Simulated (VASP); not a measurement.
# Sb (Cmmm) in VASP: single point with r2SCAN

Aim: the single point of Sb with r2SCAN.

All numbers are computed with VASP 6.6.1; they aren't measurements. Logs are shortened: lines on timing, memory, paths and dates and some standing lists are left out, and cuts for length are marked.

### 1 The cell of the first run

It takes space group Cmmm (No. 65, orthorhombic). Conventional cell: a = 4.393 Å, b = 4.401 Å, c = 3.110 Å, α = 90.00°, β = 90.00°, γ = 90.00°. Within 4.1 Å of Sb (site symmetry mmm) lie 6 Sb at 3.11 Å.

This isn't the form of Sb at room conditions, which is rhombohedral.

### 2 Single point, r2SCAN

Contents of POSCAR:

```
Sb
1.0
    2.1962527066     -2.2005543202      0.0000000000
    2.1962527066      2.2005543202      0.0000000000
    0.0000000000      0.0000000000      3.1104647951
Sb
1
Direct
    0.5000000000      0.5000000000      0.5000000000
```

Contents of INCAR.step1:

```
  PREC = Accurate
  ENCUT = 520
  ISMEAR = 0
  SIGMA = 0.1
  LREAL = False
  LASPH = True
  NELM = 60
  NBANDS = 8
  GGA = PE
  ALGO = Normal
  EDIFF = 1E-4
  LWAVE = True
  LCHARG = False
```

Contents of INCAR.step2:

```
  PREC = Accurate
  ENCUT = 520
  EDIFF = 1E-7
  ISMEAR = 0
  SIGMA = 0.1
  LREAL = False
  LASPH = True
  NELM = 60
  ALGO = Normal
  ISIF = 2
  LWAVE = False
  LCHARG = False
  METAGGA = R2SCAN
  LMIXTAU = True
  NBANDS = 8
  ISTART = 1
```

Contents of KPOINTS:

```
Automatic mesh
0
Gamma
  18 18 18
```

Potentials or basis: VASP PAW PBE potentials, release 64 (Sb).

The run is started by

```sh
$ cat potpaw_PBE.64/Sb/POTCAR > POTCAR
$ cp INCAR.step1 INCAR
$ mpirun -np 1 vasp_std > vasp.out
$ cp INCAR.step2 INCAR
$ mpirun -np 1 vasp_std > vasp.out
```

OUTCAR:

```text
PREC = Accurate
   ENCUT = 520
   EDIFF = 1E-7
   ISMEAR = 0
   LREAL = False
   LASPH = True
   NELM = 60
   ISIF = 2
   METAGGA = R2SCAN
   ISTART = 1

 ion  position               nearest neighbor table
   1  0.500  0.500  0.500-

  LATTYP: Found a base centered orthorhombic cell.
 ALAT       =     4.3925054132
 B/A-ratio  =     1.0019586150
 C/A-ratio  =     0.7081299856

  Lattice vectors:

 A1 = (   2.1962527066,  -2.2005543202,   0.0000000000)
 A2 = (   2.1962527066,   2.2005543202,   0.0000000000)
 A3 = (   0.0000000000,   0.0000000000,   3.1104647951)

Analysis of symmetry for initial positions (statically):
=====================================================================
 Subroutine PRICEL returns:
 Original cell was already a primitive cell.

 Routine SETGRP: Setting up the symmetry group for a
 base centered orthorhombic supercell.

 Subroutine GETGRP returns: Found  8 space group operations
 (whereof  8 operations were pure point group operations)
 out of a pool of  8 trial point group operations.

The static configuration has the point symmetry D_2h.

Analysis of symmetry for dynamics (positions and initial velocities):
=====================================================================
 Subroutine PRICEL returns:
 Original cell was already a primitive cell.

 Routine SETGRP: Setting up the symmetry group for a
 base centered orthorhombic supercell.

 Subroutine GETGRP returns: Found  8 space group operations
 (whereof  8 operations were pure point group operations)
 out of a pool of  8 trial point group operations.

The dynamic configuration has the point symmetry D_2h.

 Subroutine INISYM returns: Found  8 space group operations
 (whereof  8 operations are pure point group operations),
 and found     1 'primitive' translations

----------------------------------------------------------------------------------------

                                     Primitive cell

  volume of cell :      30.0656

  direct lattice vectors                    reciprocal lattice vectors
     2.196252707 -2.200554320  0.000000000     0.227660505 -0.227215477  0.000000000
     2.196252707  2.200554320  0.000000000     0.227660505  0.227215477  0.000000000
     0.000000000  0.000000000  3.110464795     0.000000000  0.000000000  0.321495360

  length of vectors
     3.109013552  3.109013552  3.110464795     0.321646045  0.321646045  0.321495360

  position of ions in fractional coordinates (direct lattice)
     0.500000000  0.500000000  0.500000000

  ion indices of the primitive-cell ions
   primitive index   ion index
                 1           1

----------------------------------------------------------------------------------------

 KPOINTS: Automatic mesh

Automatic generation of k-mesh.
 Grid dimensions read from file:
 generate k-points for:   18   18   18

 Generating k-lattice:

  Cartesian coordinates                     Fractional coordinates (reciprocal lattice)
     0.012647806 -0.012623082  0.000000000     0.055555556  0.000000000  0.000000000
     0.012647806  0.012623082  0.000000000     0.000000000  0.055555556  0.000000000
     0.000000000  0.000000000  0.017860853     0.000000000  0.000000000  0.055555556

  Length of vectors
     0.017869225  0.017869225  0.017860853

  Shift w.r.t. Gamma in fractional coordinates (k-lattice)
     0.000000000  0.000000000  0.000000000

 Subroutine IBZKPT returns following result:
 ===========================================

 Found    910 irreducible k-points:

 Following reciprocal coordinates:
            Coordinates               Weight
  0.000000  0.000000  0.000000      1.000000
  0.055556  0.000000  0.000000      4.000000
  0.111111  0.000000  0.000000      4.000000
  0.166667  0.000000  0.000000      4.000000
  0.222222  0.000000  0.000000      4.000000
  0.277778 -0.000000  0.000000      4.000000
[... 16 lines left out ...]
 -0.277778  0.055556  0.000000      4.000000
 -0.222222  0.055556  0.000000      4.000000
 [... further k-points ...]
   k-points           NKPTS =    910   k-points in BZ     NKDIM =    910   number of bands    NBANDS=      8
   number of dos      NEDOS =    301   number of ions     NIONS =      1
   total plane-waves  NPLWV =  13824
   dimension x,y,z NGX =    24 NGY =   24 NGZ =   24
   dimension x,y,z NGXF=    48 NGYF=   48 NGZF=   48
   ions per type =               1
   NGX,Y,Z   is equivalent  to a cutoff of  12.83, 12.83, 12.83 a.u.
   NGXF,Y,Z  is equivalent  to a cutoff of  25.67, 25.67, 25.65 a.u.
 SYSTEM =  unknown system
   PREC   = accura    normal or accurate (medium, high low for compatibility)
   ISTART =      1    job   : 0-new  1-cont  2-samecut
   ICHARG =      0    charge: 1-file 2-atom 10-const
   ISPIN  =      1    spin polarized calculation?
   LNONCOLLINEAR =      F non collinear calculations
   LSORBIT =      F    spin-orbit coupling
   LASPH  =      T    aspherical Exc in radial PAW
   ENCUT  =  520.0 eV  38.22 Ry    6.18 a.u.   5.78  5.78  5.78*2*pi/ulx,y,z
   NELM   =     60;   NELMIN=  2; NELMDL=  0     # of ELM steps
   EDIFF  = 0.1E-06   stopping-criterion for ELM
   LREAL  =      F    real-space projection
   EDIFFG = 0.1E-05   stopping-criterion for IOM
   NSW    =      0    number of steps for IOM
   IBRION =     -1    ionic relax: 0-MD 1-quasi-New 2-CG
   NFREE  =      0    steps in history (QN), initial steepest desc. (CG)
   ISIF   =      2    stress and relaxation
   ISYM   =      2    0-nonsym 1-usesym 2-fastsym
   POTIM  = 0.5000    time-step for ionic-motion
   TEBEG  =    0.0;   TEEND  =   0.0 temperature during run
   PSTRESS=    0.0 pullay stress
   NELECT =       5.0000    total number of electrons
   NUPDOWN=      -1.0000    fix difference up-down
   EMIN   =  10.00;   EMAX   =-10.00  energy-range for DOS
   EFERMI =   0.00;   METHOD = LEGACY
   ISMEAR =     0;   SIGMA  =   0.10  broadening in eV -4-tet -1-fermi 0-gaus
   EFERMI_NEDOS =   21; number of points for ismear=-14 and -15
   IALGO  =     38    algorithm
   IMIX   =      4    mixing-type and parameters
     AMIX     =   0.40;   BMIX     =  1.00
     AMIX_MAG =   1.60;   BMIX_MAG =  1.00
  volume/ion in A,a.u.               =      30.07       202.89
  Fermi-wavevector in a.u.,A,eV,Ry     =   0.900274  1.701272 11.027442  0.810494
  Thomas-Fermi vector in A             =   2.023212
   LORBIT       =      0    0 simple, 1 ext, 2 COOP (PROOUT), +10 PAW based schemes
   METAGGA = R2SCAN    functional components
   LHFCALC =     F    Hartree Fock is set to
   AEXX    =    0.0000 exact exchange contribution
   IVDW    =     0    specifies the selected vdW correction
   LEPSILON=     F    determine dielectric tensor
   LRPA    =     F    only Hartree local field effects (RPA)
 non-spin polarized calculation
 Gauss-broadening in eV      SIGMA  =   0.10
  energy-cutoff  :      520.00
  volume of cell :       30.07
 maximum number of plane-waves:       840
   NGX = 11   NGY = 11   NGZ = 11

 number of electron       4.9999999 magnetization

 Free energy of the ion-electron system (eV)
  ---------------------------------------------------
  ext. energy  EPLUGINS =         0.00000000
  ---------------------------------------------------
  free energy    TOTEN  =       -25.63925820 eV

  energy without entropy =      -25.63674932  energy(sigma->0) =      -25.63800376

 E-fermi :   6.9929     XC(G=0): -10.0738

 val. band max:        6.9871934278   @ k =   0.2778   0.2222   0.4444
 cond. band min:       6.9934393987   @ k =   0.4444   0.2778   0.2222
 fundamental gap:      0.0062459709
 Fermi energy:         6.9929360358

 k-point     1 :       0.0000    0.0000    0.0000
  band No.  band energies     occupation
      1      -5.9531      2.00000
      2      10.3692      0.00000
      3      10.3779      0.00000
      4      10.3885      0.00000
      5      14.1959      0.00000
      6      14.2020      0.00000
      7      16.0476      0.00000
      8      25.3648      0.00000

 k-point     2 :       0.0556    0.0000    0.0000
  band No.  band energies     occupation
      1      -5.9062      2.00000
      2       9.7452      0.00000
      3      10.4157      0.00000
      4      10.4297      0.00000
      5      14.2342      0.00000
      6      14.6668      0.00000
      7      16.3209      0.00000
      8      24.9079      0.00000

 k-point     3 :       0.1111    0.0000    0.0000
  band No.  band energies     occupation
      1      -5.7660      2.00000
      2       8.4436      0.00000
      3      10.5531      0.00000
      4      10.5670      0.00000
      5      14.3443      0.00000
      6      15.2558      0.00000
      7      17.3341      0.00000
      8      24.0127      0.00000

 k-point     4 :       0.1667    0.0000    0.0000
  band No.  band energies     occupation
      1      -5.5352      2.00000
      2       7.0066      0.84653
      3      10.7749      0.00000
      4      10.7889      0.00000
      5      14.5260      0.00000
      6      15.6210      0.00000
      7      18.8879      0.00000
      8      23.0199      0.00000

 k-point     5 :       0.2222    0.0000    0.0000
  band No.  band energies     occupation
      1      -5.2191      2.00000
      2       5.5956      2.00000
      3      11.0693      0.00000
      4      11.0833      0.00000
      5      14.7759      0.00000
      6      15.9614      0.00000
      7      20.5611      0.00000
      8      22.0162      0.00000
[... 177 lines left out ...]
 k-point    22 :      -0.3333    0.0556    0.0000
  band No.  band energies     occupation
      1      -4.3381      2.00000
      2       3.1379      2.00000
      3      11.1915      0.00000
      4      11.8326      0.00000
      5      15.7748      0.00000
      6      17.0319      0.00000
      7      19.2658      0.00000
      8      20.2673      0.00000

 k-point    23 :      -0.2778    0.0556    0.0000
  band No.  band energies     occupation
      1      -4.7819      2.00000
      2       4.3215      2.00000
      3      10.8124      0.00000
      4      11.4632      0.00000
      5      15.4078      0.00000
      6      16.6825      0.00000
      7      20.0507      0.00000
      8      21.1094      0.00000

 k-point    24 :      -0.2222    0.0556    0.0000
  band No.  band energies     occupation
      1      -5.1726      2.00000
      2       5.6418      2.00000
      3      10.4599      0.00000
      4      11.1157      0.00000
      5      15.0893      0.00000
      6      16.3398      0.00000
      7      20.4093      0.00000
      8      21.3305      0.00000

 [... further k-points ...]

------------------------ aborting loop because EDIFF is reached ----------------------------------------

  FORCE on cell =-STRESS in cart. coord.  units (eV):
  Direction    XX          YY          ZZ          XY          YZ          ZX
  --------------------------------------------------------------------------------------
  -------------------------------------------------------------------------------------
  Total       -0.2199125     -0.2309136     -0.2367606     -0.0000000      0.0000000      0.0000000
  in kB      -11.7190075    -12.3052494    -12.6168306     -0.0000000      0.0000000      0.0000000
  external PRESSURE =     -12.2136958 kB  Pullay stress =       0.0000000 kB

 VOLUME and BASIS-vectors are now :
 -----------------------------------------------------------------------------
  energy-cutoff  :      520.00
  volume of cell :       30.07
      direct lattice vectors                 reciprocal lattice vectors
     2.196252707 -2.200554320  0.000000000     0.227660505 -0.227215477  0.000000000
     2.196252707  2.200554320  0.000000000     0.227660505  0.227215477  0.000000000
     0.000000000  0.000000000  3.110464795     0.000000000  0.000000000  0.321495360

 POSITION                                       TOTAL-FORCE (eV/Angst)
 -----------------------------------------------------------------------------------
      2.19625      0.00000      1.55523         0.000000     -0.000000      0.000000
 -----------------------------------------------------------------------------------
    total drift:                               -0.000000     -0.000000     -0.000000

  FREE ENERGIE OF THE ION-ELECTRON SYSTEM (eV)
  ---------------------------------------------------
  free  energy   TOTEN  =       -25.6392581976 eV

  energy  without entropy=      -25.6367493163  energy(sigma->0) =      -25.63800376
```

Wall time 7.1 min (1 thread of Intel Xeon 8259CL, shared host); peak memory 0.33 GiB.

What came out:

* Free energy: -25.6393 eV
* Pressure: -1.2 GPa
* Band gap on the k mesh: zero (an odd number of electrons rules out a gap without spin polarisation)

Levels at points of the mesh, in eV from the Fermi level:
```csv
k point,band 1,band 2,band 3,band 4,band 5,band 6
"(0.00, 0.00, 0.00)",-12.95,3.38,3.38,3.40,7.20,7.21
"(0.50, 0.00, 0.00)",-10.40,-5.85,5.48,5.50,9.28,11.28
"(0.50, 0.50, 0.00)",-7.66,-3.79,-3.77,2.48,7.66,13.40
"(0.00, 0.00, 0.50)",-10.41,-5.84,5.49,5.50,9.28,11.28
"(0.50, 0.00, 0.50)",-7.67,-3.79,-3.78,2.48,7.67,13.40
"(0.50, 0.50, 0.50)",-4.54,-1.84,-1.82,-1.82,5.15,5.15
```

Caveat: the PAW data sets were made with another functional, which shifts forces and pressure a little; spin-orbit coupling is left out, which moves the levels of the heavy elements.
